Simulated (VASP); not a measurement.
# As in VASP: further runs

The runs below take As through single point, with PBE.

All numbers are computed with VASP 6.6.1; they aren't measurements. Logs are shortened: lines on timing, memory, paths and dates and some standing lists are left out, and cuts for length are marked.

## Step 1: The cell of the first run

The cell holds a slab with vacuum, 2 atoms: a = 3.381 Å, b = 3.381 Å, c = 28.000 Å, α = 90.00°, β = 90.00°, γ = 120.00°.

## Step 2: Single point, PBE

File INCAR:

```
SYSTEM = As
  PREC = Accurate
  ENCUT = 520
  EDIFF = 1E-6
  ISMEAR = 0
  SIGMA = 0.02
  LREAL = .False.
  LASPH = .True.
  NELM = 100
  ALGO = Normal
  ISIF = 2
  LWAVE = .False.
  LCHARG = .False.
  LDIPOL = .True.
  IDIPOL = 3
  DIPOL = 0.5 0.5 0.500
  GGA = PE
  NBANDS = 12
```

File KPOINTS:

```
Automatic mesh
0
Gamma
  9 9 1
  0 0 0
```

File POSCAR:

```
As
1.0
    3.3810000000      0.0000000000      0.0000000000
   -1.6905000000      2.9280318902      0.0000000000
    0.0000000000      0.0000000000     28.0000000000
As
2
Direct
    0.3333333333      0.6666666667      0.5372500000
    0.6666666667      0.3333333333      0.4627500000
```

Potentials or basis: VASP PAW PBE potentials, release 64 (As).

On the command line:

```bash
> cat potpaw_PBE.64/As/POTCAR > POTCAR
> mpirun -np 1 vasp_std > vasp.out
```

OUTCAR:

```text
SYSTEM = As
   PREC = Accurate
   ENCUT = 520
   EDIFF = 1E-6
   ISMEAR = 0
   LREAL = .False.
   LASPH = .True.
   NELM = 100
   ISIF = 2
   GGA = PE

 ion  position               nearest neighbor table
   1  0.333  0.667  0.537-   2 2.86   2 2.86   2 2.86
   2  0.667  0.333  0.463-   1 2.86   1 2.86   1 2.86

  LATTYP: Found a hexagonal cell.
 ALAT       =     3.3810000000
 C/A-ratio  =     8.2815734990

  Lattice vectors:

 A1 = (   3.3810000000,   0.0000000000,   0.0000000000)
 A2 = (  -1.6905000000,   2.9280318902,   0.0000000000)
 A3 = (   0.0000000000,   0.0000000000,  28.0000000000)

Analysis of symmetry for initial positions (statically):
=====================================================================
 Subroutine PRICEL returns:
 Original cell was already a primitive cell.

 Routine SETGRP: Setting up the symmetry group for a
 hexagonal supercell.

 Subroutine GETGRP returns: Found 12 space group operations
 (whereof 12 operations were pure point group operations)
 out of a pool of 24 trial point group operations.

The static configuration has the point symmetry D_3d.

Analysis of symmetry for dynamics (positions and initial velocities):
=====================================================================
 Subroutine PRICEL returns:
 Original cell was already a primitive cell.

 Routine SETGRP: Setting up the symmetry group for a
 hexagonal supercell.

 Subroutine GETGRP returns: Found 12 space group operations
 (whereof 12 operations were pure point group operations)
 out of a pool of 24 trial point group operations.

The dynamic configuration has the point symmetry D_3d.

 Subroutine INISYM returns: Found 12 space group operations
 (whereof 12 operations are pure point group operations),
 and found     1 'primitive' translations

----------------------------------------------------------------------------------------

                                     Primitive cell

  volume of cell :     277.1909

  direct lattice vectors                    reciprocal lattice vectors
     3.381000000  0.000000000  0.000000000     0.295770482  0.170763167  0.000000000
    -1.690500000  2.928031890  0.000000000     0.000000000  0.341526335  0.000000000
     0.000000000  0.000000000 28.000000000     0.000000000  0.000000000  0.035714286

  length of vectors
     3.381000000  3.381000000 28.000000000     0.341526335  0.341526335  0.035714286

  position of ions in fractional coordinates (direct lattice)
[... 80 lines left out ...]
   EFERMI =   0.00;   METHOD = LEGACY
   ISMEAR =     0;   SIGMA  =   0.02  broadening in eV -4-tet -1-fermi 0-gaus
   EFERMI_NEDOS =   21; number of points for ismear=-14 and -15
   IALGO  =     38    algorithm
   IMIX   =      4    mixing-type and parameters
     AMIX     =   0.40;   BMIX     =  1.00
     AMIX_MAG =   1.60;   BMIX_MAG =  1.00
  volume/ion in A,a.u.               =     138.60       935.29
  Fermi-wavevector in a.u.,A,eV,Ry     =   0.540939  1.022227  3.981273  0.292615
  Thomas-Fermi vector in A             =   1.568296
   LORBIT       =      0    0 simple, 1 ext, 2 COOP (PROOUT), +10 PAW based schemes
   GGA     = PE    functional components
   LHFCALC =     F    Hartree Fock is set to
   AEXX    =    0.0000 exact exchange contribution
   IVDW    =     0    specifies the selected vdW correction
   LEPSILON=     F    determine dielectric tensor
   LRPA    =     F    only Hartree local field effects (RPA)
 non-spin polarized calculation
 Gauss-broadening in eV      SIGMA  =   0.02
  energy-cutoff  :      520.00
  volume of cell :      277.19
 maximum number of plane-waves:      7545
 NGX is ok and might be reduce to    28
   NGX = 13   NGY = 13   NGZ =105

 number of electron      10.0000000 magnetization

 dipolmoment           0.000000      0.000000     -0.000000 electrons x Angstroem

 Free energy of the ion-electron system (eV)
  ---------------------------------------------------
  ext. energy  EPLUGINS =         0.00000000
  ---------------------------------------------------
  free energy    TOTEN  =        -7.86238753 eV

  energy without entropy =       -7.86050918  energy(sigma->0) =       -7.86144836

 E-fermi :  -2.8136     XC(G=0):  -2.1926

 val. band max:       -2.8187262319   @ k =   0.3333   0.0000   0.0000
 cond. band min:      -2.8005787662   @ k =   0.3333   0.1111   0.0000
 fundamental gap:      0.0181474657
 Fermi energy:        -2.8135784886

 k-point     1 :       0.0000    0.0000    0.0000
  band No.  band energies     occupation
      1     -16.0455      2.00000
      2     -12.8204      2.00000
      3      -5.9776      2.00000
      4      -1.4143      0.00000
      5      -1.0569      0.00000
      6      -1.0569      0.00000
      7       0.5331      0.00000
      8       0.5331      0.00000
      9       1.0987      0.00000
     10       1.4077      0.00000
     11       1.5309      0.00000
     12       2.0263      0.00000
[... 151 lines left out ...]
 k-point    12 :       0.3333    0.3333    0.0000
  band No.  band energies     occupation
      1     -12.5454      2.00000
      2     -12.5454      2.00000
      3      -6.6980      2.00000
      4      -5.8713      2.00000
      5      -5.8713      2.00000
      6      -3.5731      2.00000
      7      -1.2312      0.00000
      8      -1.2312      0.00000
      9       3.8123      0.00000
     10       5.5603      0.00000
     11       5.5603      0.00000
     12       6.1144      0.00000

------------------------ aborting loop because EDIFF is reached ----------------------------------------

 vacuum level on the upper side and lower side of the slab       (xc-potential included)        -0.008        -0.008

  FORCE on cell =-STRESS in cart. coord.  units (eV):
  Direction    XX          YY          ZZ          XY          YZ          ZX
  --------------------------------------------------------------------------------------
  -------------------------------------------------------------------------------------
  Total       -2.9374743     -2.9374743     -3.8089340      0.0000000      0.0000000      0.0000000
  in kB      -16.9787475    -16.9787475    -22.0158281      0.0000000      0.0000000      0.0000000
  external PRESSURE =     -18.6577744 kB  Pullay stress =       0.0000000 kB

 VOLUME and BASIS-vectors are now :
 -----------------------------------------------------------------------------
  energy-cutoff  :      520.00
  volume of cell :      277.19
      direct lattice vectors                 reciprocal lattice vectors
     3.381000000  0.000000000  0.000000000     0.295770482  0.170763167  0.000000000
    -1.690500000  2.928031890  0.000000000     0.000000000  0.341526335  0.000000000
     0.000000000  0.000000000 28.000000000     0.000000000  0.000000000  0.035714286

 POSITION                                       TOTAL-FORCE (eV/Angst)
 -----------------------------------------------------------------------------------
     -0.00000      1.95202     15.04300         0.000000      0.000000     -1.826441
      1.69050      0.97601     12.95700        -0.000000      0.000000      1.826441
 -----------------------------------------------------------------------------------
    total drift:                               -0.000000      0.000000     -0.000000

  FREE ENERGIE OF THE ION-ELECTRON SYSTEM (eV)
  ---------------------------------------------------
  free  energy   TOTEN  =        -7.8623875343 eV

  energy  without entropy=       -7.8605091828  energy(sigma->0) =       -7.86144836

 vacuum level on the upper side and lower side of the slab         1.467         1.467
```

OSZICAR:

```text
N       E                     dE             d eps       ncg     rms          rms(c)
DAV:   1     0.575102172809E+02    0.57510E+02   -0.28093E+03   288   0.538E+02
DAV:   2    -0.319519384471E+01   -0.60705E+02   -0.53239E+02   480   0.870E+01
DAV:   3    -0.781974049618E+01   -0.46245E+01   -0.45436E+01   424   0.332E+01
DAV:   4    -0.790977628519E+01   -0.90036E-01   -0.89944E-01   360   0.533E+00
DAV:   5    -0.791127531591E+01   -0.14990E-02   -0.14990E-02   380   0.671E-01    0.189E+00
DAV:   6    -0.787795383801E+01    0.33321E-01   -0.42688E-02   320   0.941E-01    0.106E+00
DAV:   7    -0.786364952055E+01    0.14304E-01   -0.50835E-02   348   0.105E+00    0.173E-01
DAV:   8    -0.786276350682E+01    0.88601E-03   -0.66076E-03   332   0.419E-01    0.671E-02
DAV:   9    -0.786239140507E+01    0.37210E-03   -0.59500E-04   352   0.128E-01    0.562E-02
DAV:  10    -0.786194725779E+01    0.44415E-03   -0.62613E-04   332   0.958E-02    0.407E-02
DAV:  11    -0.786194208961E+01    0.51682E-05   -0.26463E-05   388   0.247E-02    0.183E-02
DAV:  12    -0.786215797465E+01   -0.21589E-03   -0.10628E-04   336   0.503E-02    0.132E-02
DAV:  13    -0.786218843191E+01   -0.30457E-04   -0.13259E-05   332   0.171E-02    0.725E-03
DAV:  14    -0.786232860060E+01   -0.14017E-03   -0.16842E-05   316   0.151E-02    0.324E-03
DAV:  15    -0.786234754572E+01   -0.18945E-04   -0.36589E-06   396   0.773E-03    0.405E-03
DAV:  16    -0.786238702170E+01   -0.39476E-04   -0.49632E-06   328   0.812E-03    0.187E-03
DAV:  17    -0.786238753426E+01   -0.51256E-06   -0.11074E-07   352   0.168E-03
   1 F= -.78623875E+01 E0= -.78614484E+01  d E =-.187835E-02
```

stdout:

```text
POSCAR found type information on POSCAR As
 POSCAR found :  1 types and       2 ions
 scaLAPACK will be used
 LDA part: xc-table for (Slater+PW92), standard interpolation
 POSCAR, INCAR and KPOINTS ok, starting setup
 FFT: planning ... GRIDC
 FFT: planning ... GRID_SOFT
 FFT: planning ... GRID
 WAVECAR not read
 entering main loop
```

It took 76 s on 1 thread of Intel Xeon Platinum 8488C (Sapphire Rapids), shared host; peak memory 0.39 GiB.

What came out:

```yaml
Free_energy: -7.8624 eV
Largest_force: 1.826 eV/Å
Band_gap_on_the_k_mesh: zero (band 5 reaches -1.06 eV, above the bottom of band 6 at -3.57 eV)
```

Forces in eV/Å, atoms in the order of the input:
```
As   0.000  0.000 -1.826
As   0.000  0.000  1.826
```

## Step 3: Single point, PBE

This run uses another cell than the first one, of 143.39 Å³/atom, 1.035 times its volume.

File INCAR:

```
SYSTEM = As
PREC     = Accurate       ! precision mode
ENCUT    = 520            ! plane-wave cutoff, eV
EDIFF    = 1E-6           ! SCF threshold, eV
ISMEAR   = 0              ! smearing method
SIGMA    = 0.02           ! smearing width, eV
LREAL    = .FALSE.        ! projectors in reciprocal space
LASPH    = .TRUE.         ! aspherical terms in the spheres
NELM     = 100            ! most SCF steps
ALGO     = Normal         ! electronic algorithm
ISIF     = 2              ! what is computed and relaxed
LWAVE    = .FALSE.        ! write WAVECAR
LCHARG   = .FALSE.        ! write CHGCAR
LDIPOL   = .TRUE.       
IDIPOL   = 3            
DIPOL    = 0.5 0.5 0.500
GGA      = PE             ! functional
NBANDS   = 12             ! bands
```

File KPOINTS:

```
Automatic mesh
0
G
  9 9 1
  0 0 0
```

File POSCAR:

```
As
1.0
    3.4390000000      0.0000000000      0.0000000000
   -1.7195000000      2.9782613636      0.0000000000
    0.0000000000      0.0000000000     28.0000000000
As
2
Direct
    0.3333333333      0.6666666667      0.5106428571
    0.6666666667      0.3333333333      0.4893571429
```

Potentials or basis: VASP PAW PBE potentials, release 64 (As).

On the command line:

```bash
> cat potpaw_PBE.64/As/POTCAR > POTCAR
> mpirun -np 1 vasp_std > vasp.out
```

Wall time 1.8 min (1 thread of Intel Xeon Platinum 8488C (Sapphire Rapids), shared host); peak memory 0.4 GiB.

Results (log left out):

```
Free energy            : -4.5684 eV
Largest force          : 7.633 eV/Å
Band gap on the k mesh : zero (band 5 reaches -1.83 eV, above the bottom of band 6 at -3.44 eV)
```

Forces on the atoms (eV/Å):
```
As   0.000  0.000  7.633
As   0.000  0.000 -7.633
```

Levels at points of the mesh, in eV from the Fermi level:
```csv
k point,band 1,band 2,band 3,band 4,band 5,band 6,band 7,band 8,band 9,band 10
"(0.00, 0.00, 0.00)",-18.40,-7.19,-4.34,-4.34,-0.71,0.44,1.47,1.47,3.36,3.76
```

## Step 4: Single point, PBE

This run uses another cell than the first one, of 143.39 Å³/atom, 1.035 times its volume.

File INCAR:

```
SYSTEM = As
PREC = Accurate ; ENCUT = 520
EDIFF = 1E-6 ; ISMEAR = 0
SIGMA = 0.02 ; LREAL = .FALSE.
LASPH = .TRUE. ; NELM = 60
ALGO = Normal ; ISIF = 2
LWAVE = .FALSE. ; LCHARG = .FALSE.
LDIPOL = .TRUE. ; IDIPOL = 3
DIPOL = 0.5 0.5 0.500 ; GGA = PE
NBANDS = 12
```

KPOINTS is that of step 3.

File POSCAR:

```
As
1.0
    3.4390000000      0.0000000000      0.0000000000
   -1.7195000000      2.9782613636      0.0000000000
    0.0000000000      0.0000000000     28.0000000000
As
2
Direct
    0.3333333333      0.6666666667      0.5212857143
    0.6666666667      0.3333333333      0.4787142857
```

On the command line:

```bash
> cat potpaw_PBE.64/As/POTCAR > POTCAR
> mpirun -np 1 vasp_std > vasp.out
```

Wall time 1.7 min (1 thread of Intel Xeon Platinum 8488C (Sapphire Rapids), shared host); peak memory 0.4 GiB.

The run converged. Its results:

- Free energy: -8.7223 eV
- Largest force: 4.090 eV/Å
- Band gap on the k mesh: 1.56 eV, indirect (least direct gap 1.91 eV)

Forces on the atoms (eV/Å):
```
As   0.000  0.000  4.090
As   0.000  0.000 -4.090
```

Levels at points of the mesh, in eV from the valence-band top:
| k point | band 3 | band 4 | band 5 | band 6 | band 7 | band 8 |
| --- | --- | --- | --- | --- | --- | --- |
| (0.00, 0.00, 0.00) | -0.62 | -0.62 | -0.24 | 2.19 | 3.68 | 3.68 |
